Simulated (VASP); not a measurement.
Crystal: KBr.

```
CELL_PARAMETERS angstrom
0.00000 3.30244 3.30244
3.30244 0.00000 3.30244
3.30244 3.30244 0.00000
ATOMIC_POSITIONS crystal
K 0.00000 0.00000 0.00000
Br 0.50000 0.50000 0.50000
```

Base run:

```yaml
Program: VASP 6.6.1
Functional: PBE
Potentials_or_basis: VASP PAW PBE potentials, release 64 (K_sv, Br)
Cutoff: 520 eV
k_mesh: 6 × 6 × 6
Occupations: gaussian, width 0.01 eV
Spin: no spin polarisation
```

Its results: band gap on the k mesh 4.43 eV, direct; pressure 0.7 GPa.

Question: The run is repeated on the same cell with these changes: functional from PBE to r2SCAN; further incar settings from ALGO = Normal; EDIFF = 1e-07; NBANDS = 15 to ALGO = Normal; EDIFF = 1e-06; NBANDS = 15. What comes out?

Answer: Band gap on the k mesh 5.07 eV, direct; pressure 0.0 GPa.

Caveats: the PAW data sets were made with another functional, which shifts forces and pressure a little (some runs).

